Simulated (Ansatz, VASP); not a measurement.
# Ti2B2Os: VASP beside Ansatz

The input INCAR:

```
SYSTEM = Ti2B2Os
  PREC = Accurate
  ENCUT = 520
  EDIFF = 1E-6
  ISMEAR = 0
  SIGMA = 0.1
  LREAL = .False.
  LASPH = .True.
  NELM = 100
  ALGO = Normal
  ISIF = 2
  LWAVE = .False.
  LCHARG = .False.
  GGA = PE
  NBANDS = 27
```

File KPOINTS:

```
regular mesh
0
Gamma
  6 6 4
  0 0 0
```

POSCAR

```
Ti2B2Os
1.0
    3.3253943400      0.0000000000      0.0000000000
    0.0000000000      3.3253943400      0.0000000000
    0.0000000000      0.0000000000      5.9558396800
Ti B Os
2 2 1
Direct
    0.0000000000      0.5000000000      0.5000000000
    0.5000000000      0.0000000000      0.5000000000
    0.0000000000      0.0000000000      0.3925172800
    0.0000000000      0.0000000000      0.6074827200
    0.0000000000      0.0000000000      0.0000000000
```

Input for Ansatz:

```yaml
crystal:
  lattice:
    - [3.32539434, 0.0, 0.0]
    - [0.0, 3.32539434, 0.0]
    - [0.0, 0.0, 5.95583968]
  atoms:
    - { symbol: Ti, position: [0.0, 0.5, 0.5] }
    - { symbol: Ti, position: [0.5, 0.0, 0.5] }
    - { symbol: B, position: [0.0, 0.0, 0.39251728] }
    - { symbol: B, position: [0.0, 0.0, 0.60748272] }
    - { symbol: Os, position: [0.0, 0.0, 0.0] }
basis:
  ecutwfc: 420
kpoints:
  mp_grid: { grid: [6, 6, 4] }
hamiltonian:
  xc: pbe
scf:
  occupations: { method: gaussian, width: 0.1 }
  lower_state_search: "off"
output:
  forces: true
  stress: true
  eigenvalues: true
```

Alike in both runs: task single point; functional PBE; k mesh 6 × 6 × 4; occupations gaussian, width 0.1 eV; no spin polarisation.

```csv
,VASP,Ansatz
version,VASP 6.6.1,Ansatz 0.2.0
potentials or method,"VASP PAW PBE potentials, release 64 (Ti_sv, B, Os), cutoff 520 eV","scalar-relativistic, plane waves, PAW"
valence electrons in the cell,38,46
```

|  | VASP | Ansatz | Ansatz less VASP |
| --- | --- | --- | --- |
| gap on the k mesh at the Fermi level (eV) | none | none | - |
| rms of the force components (eV/Å) | 8.542 | 8.462 | -0.0800 |

Atom by atom the forces differ by 0.080 eV/Å (rms over components). A gap of «none» marks a metal or a gap that the smearing closes. With one functional, cell and mesh, what is left measures potentials, basis and numerics. VASP's potentials hold 38 valence electrons a cell and Ansatz's 46, so a difference there can come from the potentials and not from the codes.

Neither program's run includes spin-orbit coupling.
